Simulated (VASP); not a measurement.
## HfMo: relaxation of cell and atoms with PBE

HfMo:

```
CELL_PARAMETERS angstrom
1.67120 -2.47247 0.00000
1.67120 2.47247 0.00000
0.00000 0.00000 4.44701
ATOMIC_POSITIONS crystal
Hf 0.00000 0.00000 0.00000
Mo 0.50000 0.50000 0.50000
```

- Program: VASP 6.6.1
- Task: relaxation of cell and atoms
- Functional: PBE
- Potentials or basis: VASP PAW PBE potentials, release 64 (Hf_pv, Mo_sv)
- Cutoff: 600 eV
- k mesh: 10 × 10 × 6
- Occupations: fermi-dirac, width 0.05 eV
- Spin: no spin polarisation
- Target pressure: 5 GPa
- Dipole correction: no
- Further INCAR settings: ALGO = Fast; EDIFF = 1e-06; IBRION = 2; EDIFFG = -0.01; NSW = 60; ISIF = 3

* Relaxed volume: 17.80 Å³/atom
* Relaxed cell: a = 2.941 Å, b = 2.941 Å, c = 4.415 Å, α = 90.00°, β = 90.00°, γ = 111.19°
* Space group after relaxing (to 0.1 Å): Cmmm (No. 65)
* Energy change on relaxing (the run minimises the enthalpy): +7.7 meV/atom
* Ionic steps: 6
* Pressure after relaxing: 5.1 GPa
* Band gap on the k mesh: zero (bands 12 and 13 overlap by 2.69 eV)

Step by step:
| step | energy change (eV) | largest force (eV/Å) | pressure (GPa) | volume (Å³) |
| --- | --- | --- | --- | --- |
| 1 | 0.0000 | 0.0000 | -0.21 | 36.75 |
| 2 | 0.1420 | 0.0000 | 16.21 | 33.66 |
| 3 | 0.0157 | 0.0000 | 4.99 | 35.63 |
| 4 | 0.0164 | 0.0000 | 5.07 | 35.61 |
| 5 | 0.0155 | 0.0000 | 5.07 | 35.61 |
| 6 | 0.0154 | 0.0000 | 5.06 | 35.61 |

Final structure:
```
Hf Mo
1.0
     1.66171   -2.42660    0.00000
     1.66171    2.42660    0.00000
     0.00000    0.00000    4.41506
Hf Mo
1 1
Direct
  0.00000 0.00000 0.00000
  0.50000 0.50000 0.50000
```

Levels at points of the mesh, in eV from the Fermi level:
```
           k point  band 10  band 11  band 12  band 13  band 14  band 15
(0.00, 0.00, 0.00)    -1.80    -0.45     0.13     1.45     1.98     2.70
(0.50, 0.00, 0.00)    -1.55    -1.01    -0.52     0.02     1.42     2.60
(0.50, 0.50, 0.00)    -3.78    -2.04     1.33     3.71     3.88     5.06
(0.00, 0.00, 0.50)    -1.22    -0.40     0.44     1.19     1.27     1.27
(0.50, 0.00, 0.50)    -1.91    -1.43     1.85     2.07     2.35     2.60
(0.50, 0.50, 0.50)    -2.28    -1.61     0.00     0.77     2.02     2.97
```

Wall time 100 s on 1 thread of Intel(R) Xeon(R) 6975P-C (Granite Rapids), on a shared host, peak memory 0.24 GiB.

Caveat: the cell is relaxed towards a set pressure, so the run minimises the enthalpy, not the energy; spin-orbit coupling is left out, which moves the levels of the heavy elements.
